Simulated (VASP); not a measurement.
Input of a VASP 6.6.1 run:

Contents of INCAR:

```
PREC = Accurate
ENCUT = 520
EDIFF = 1E-6
ISMEAR = 0
SIGMA = 0.05
LREAL = Auto
LASPH = T
NELM = 60
ALGO = Normal
ISIF = 2
LWAVE = F
LCHARG = T
GGA = PE
LELF = T
LVHAR = T
NBANDS = 52
```

File KPOINTS:

```
Automatic mesh
0
Gamma
  2 2 2
```

File POSCAR:

```
TiSi16
1.0
    0.0000000000      5.4300000000      5.4300000000
    5.4300000000      0.0000000000      5.4300000000
    5.4300000000      5.4300000000      0.0000000000
Si Ti
16 1
Direct
   -0.0000027624      0.0001699816     -0.0003972376
    0.1235013812      0.1236277164      0.1232019337
    0.0033681400      0.0033834254      0.4963410681
    0.1235705341      0.1236769797      0.6290383057
    0.0032493554      0.4967950276      0.0031088398
    0.1235058011      0.6296093002      0.1232109576
    0.0033821363      0.4968666667      0.4963521179
    0.1373517495      0.6209670350      0.6206952118
    0.4966550645      0.0033215470      0.0031655617
    0.6294370166      0.1236406998      0.1232397790
    0.4967522099      0.0034286372      0.4963888582
    0.6209174954      0.1373605893      0.6207372007
    0.4966604052      0.4968112339      0.0031854512
    0.6208705341      0.6209622468      0.1371756906
    0.5000477901      0.5000356354      0.4998919890
    0.6209213628      0.6209696133      0.6207511971
    0.7500292818      0.7500882136      0.7497779006
```

Potentials or basis: VASP PAW PBE potentials, release 64 (Si, Ti_sv).

Launch:

```console
$ cat potpaw_PBE.64/Si/POTCAR potpaw_PBE.64/Ti_sv/POTCAR > POTCAR
$ mpirun -np 1 vasp_std > vasp.out
```

(1) What does it give for the largest force?

(2) Estimate the band gap on the k mesh.

Answers

(1) 0.010 eV/Å.

(2) zero (band 38 reaches 6.96 eV, above the bottom of band 39 at 6.53 eV).

Caveat: the k points lie up to 0.50 Å⁻¹ apart.
